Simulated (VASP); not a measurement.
Input of a VASP 6.6.1 run:

The input POSCAR:

```
Pb
1.0
   -1.9663728605      1.9663728605      1.9663728605
    1.9663728605     -1.9663728605      1.9663728605
    1.9663728605      1.9663728605     -1.9663728605
Pb
1
Direct
    0.0000000000      0.0000000000      0.0000000000
```

The input INCAR.step1:

```
SYSTEM = Pb
  PREC = Accurate
  ENCUT = 520
  EDIFF = 1E-5
  ISMEAR = -1
  SIGMA = 0.05
  LREAL = .FALSE.
  LASPH = .TRUE.
  NELM = 80
  ALGO = Normal
  ISIF = 2
  LWAVE = .TRUE.
  LCHARG = .FALSE.
  NBANDS = 13
  GGA = PE
```

INCAR.step2

```
SYSTEM = Pb
  PREC = Accurate
  ENCUT = 520
  EDIFF = 1E-6
  ISMEAR = -1
  SIGMA = 0.05
  LREAL = .FALSE.
  LASPH = .TRUE.
  NELM = 80
  ALGO = Normal
  ISIF = 2
  LWAVE = .FALSE.
  LCHARG = .FALSE.
  GGA = PE
  LHFCALC = .TRUE.
  AEXX = 0.25
  PRECFOCK = Normal
  NBANDS = 13
  ISTART = 1
```

Contents of KPOINTS:

```
regular mesh
0
G
  6 6 6
  0 0 0
```

Potentials or basis: VASP PAW PBE potentials, release 64 (Pb_d).

Run with:

```sh
$ cat potpaw_PBE.64/Pb_d/POTCAR > POTCAR
$ cp INCAR.step1 INCAR
$ mpirun -np 1 vasp_std > vasp.out
$ cp INCAR.step2 INCAR
$ mpirun -np 1 vasp_std > vasp.out
```

(1) Predict the pressure.

(2) What does it give for the band gap on the k mesh?

## Answers

(1) 0.0 GPa.

(2) zero (bands 7 and 8 overlap by 11.52 eV).

Caveat: the k points lie up to 0.38 Å⁻¹ apart, too coarse for converged energies and pressures of a metal; the PAW data sets were made with another functional, which shifts forces and pressure a little; spin-orbit coupling is left out, which moves the levels of the heavy elements.
